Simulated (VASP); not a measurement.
A run of VASP 6.6.1 is set up as follows.

Contents of INCAR:

```
ALGO = Normal
EDIFF = 1E-8
ENCUT = 520
GGA = PS
IBRION = 8
ISIF = 2
ISMEAR = -1
LASPH = True
LCHARG = False
LREAL = False
LWAVE = False
NBANDS = 12
NELM = 80
NSW = 1
PREC = Accurate
SIGMA = 0.1
```

File KPOINTS:

```
k-points
0
Gamma
  14 14 14
```

The input POSCAR:

```
AlOs
1.0
    2.9933659423      0.0000000000      0.0000000000
    0.0000000000      2.9933659423      0.0000000000
    0.0000000000      0.0000000000      2.9933659423
Al Os
1 1
Direct
    0.0000000000      0.0000000000      0.0000000000
    0.5000000000      0.5000000000      0.5000000000
```

Potentials or basis: VASP PAW PBE potentials, release 64 (Al, Os).

Run with:

```sh
$ cat potpaw_PBE.64/Al/POTCAR potpaw_PBE.64/Os/POTCAR > POTCAR
$ mpirun -np 1 vasp_std > vasp.out
```

**Question.** What does it give for the highest phonon frequency at Γ?

**Answer.** 329 cm⁻¹.

Phonon frequencies in cm⁻¹ (negative: imaginary):
| q point | frequencies |
| --- | --- |
| (0.000, 0.000, 0.000) | 0 0 0 329 329 329 |
